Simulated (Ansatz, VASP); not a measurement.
Two plane-wave programs on MgTeF6

```
CELL_PARAMETERS angstrom
3.90911 0.00000 0.00000
0.00000 3.90911 0.00000
0.00000 0.00000 7.77439
ATOMIC_POSITIONS crystal
Mg 0.00000 0.00000 0.00000
Te 0.00000 0.00000 0.50000
F 0.50000 0.50000 0.00000
F 0.50000 0.50000 0.50000
F 0.50000 0.00000 0.24771
F 0.50000 0.00000 0.75229
F 0.00000 0.50000 0.24771
F 0.00000 0.50000 0.75229
```

Change from the starting cell: species swapped into the MnCrPt6 type (P4/mmm, No. 123).

Alike in both runs: task single point; functional PBE; k mesh 4 × 4 × 2; occupations gaussian, width 0.1 eV; no spin polarisation.

|  | VASP | Ansatz |
| --- | --- | --- |
| version | VASP 6.6.1 | Ansatz 0.2.0 |
| potentials or method | VASP PAW PBE potentials, release 64 (Mg, Te, F), cutoff 520 eV | scalar-relativistic, plane waves, PAW |
| valence electrons in the cell | 50 | 68 |

```csv
,VASP,Ansatz,Ansatz less VASP
gap on the k mesh at the Fermi level (eV),none,none,-
pressure (GPa),-19.3,-18.9,+0.38
"traceless stress, the component that is largest in VASP (GPa)",-1.03,-1.03,-0.002
rms of the force components (eV/Å),0.479,0.485,+0.0056
```

Atom by atom the forces differ by 0.006 eV/Å (rms over components). A gap of «none» marks a metal or a gap that the smearing closes. With one functional, cell and mesh, what is left measures potentials, basis and numerics. VASP's potentials hold 50 valence electrons a cell and Ansatz's 68, so a difference there can come from the potentials and not from the codes.

The k mesh is coarse, so the values compare programs but aren't converged. Neither program's run includes spin-orbit coupling.
